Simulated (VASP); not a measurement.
The system is AlN.

```
Al N
1.0
     3.11300    0.00000    0.00000
    -1.55650    2.69594    0.00000
     0.00000    0.00000    4.98100
Al N
2 2
Direct
  0.66667 0.33333 0.50000
  0.33333 0.66667 0.00000
  0.66667 0.33333 0.88000
  0.33333 0.66667 0.38000
```

- Program: VASP 6.6.1
- Task: relaxation of cell and atoms
- Functional: RPBE
- Potentials or basis: VASP PAW PBE potentials, release 64 (Al, N)
- Cutoff: 600 eV
- k mesh: 10 × 10 × 6
- Occupations: fermi-dirac, width 0.05 eV
- Spin: no spin polarisation

At the start: pressure 6.6 GPa; volume 10.45 Å³/atom.

**Question.** Where does the relaxation end?

**Answer.** Over 3 steps the energy falls by 7.3 meV/atom and the volume is 10.80 Å³/atom (+3.4 %); space group P6_3mc (No. 186, to 0.1 Å) before and after.

Step by step:
| step | energy change (eV) | largest force (eV/Å) | pressure (GPa) | volume (Å³) |
| --- | --- | --- | --- | --- |
| 1 | 0.0000 | 0.1364 | 6.62 | 41.80 |
| 2 | -0.0079 | 0.0911 | -5.06 | 44.47 |
| 3 | -0.0293 | 0.0007 | 0.01 | 43.21 |

Final structure:
```
Al N
1.0
     3.14484    0.00000    0.00000
    -1.57242    2.72351    0.00000
     0.00000    0.00000    5.04470
Al N
2 2
Direct
  0.66667 0.33333 0.49928
  0.33333 0.66667 0.99928
  0.66667 0.33333 0.88072
  0.33333 0.66667 0.38072
```

Caveat: the PAW data sets were made with another functional, which shifts forces and pressure a little.
